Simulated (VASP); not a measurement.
Crystal: As.

```
As
1.0
    -3.23120    3.23120    3.23120
     3.23120   -3.23120    3.23120
     3.23120    3.23120   -3.23120
As
4
Direct
  0.75000 0.75000 0.75000
  0.50000 0.00000 0.75000
  0.00000 0.75000 0.50000
  0.75000 0.50000 0.00000
```

```yaml
Program: VASP 6.6.1
Task: relaxation of cell and atoms
Functional: PBE
Potentials_or_basis: VASP PAW PBE potentials, release 64 (As_d)
Cutoff: 600 eV
k_mesh: 4 × 4 × 4
Occupations: gaussian, width 0.1 eV
Spin: no spin polarisation
```

At the start: pressure 10.1 GPa; volume 33.74 Å³/atom.

How do energy, volume and symmetry change on relaxing?

Over 3 steps the energy falls by 266.5 meV/atom and the volume is 43.11 Å³/atom (+27.8 %); space group I4_132 (No. 214, to 0.05 Å).

The path:
| step | energy change (eV) | largest force (eV/Å) | pressure (GPa) | volume (Å³) |
| --- | --- | --- | --- | --- |
| 1 | 0.0000 | 0.0000 | 10.07 | 134.94 |
| 2 | -1.0260 | 0.0000 | -1.43 | 180.74 |
| 3 | -1.0661 | 0.0000 | -0.09 | 172.45 |

Final structure:
```
CELL_PARAMETERS angstrom
-3.50646 3.50646 3.50646
3.50646 -3.50646 3.50646
3.50646 3.50646 -3.50646
ATOMIC_POSITIONS crystal
As 0.75000 0.75000 0.75000
As 0.50000 0.00000 0.75000
As 0.00000 0.75000 0.50000
As 0.75000 0.50000 0.00000
```

Caveat: the volume moved by over 15 % at a fixed basis, so the end points are rough.
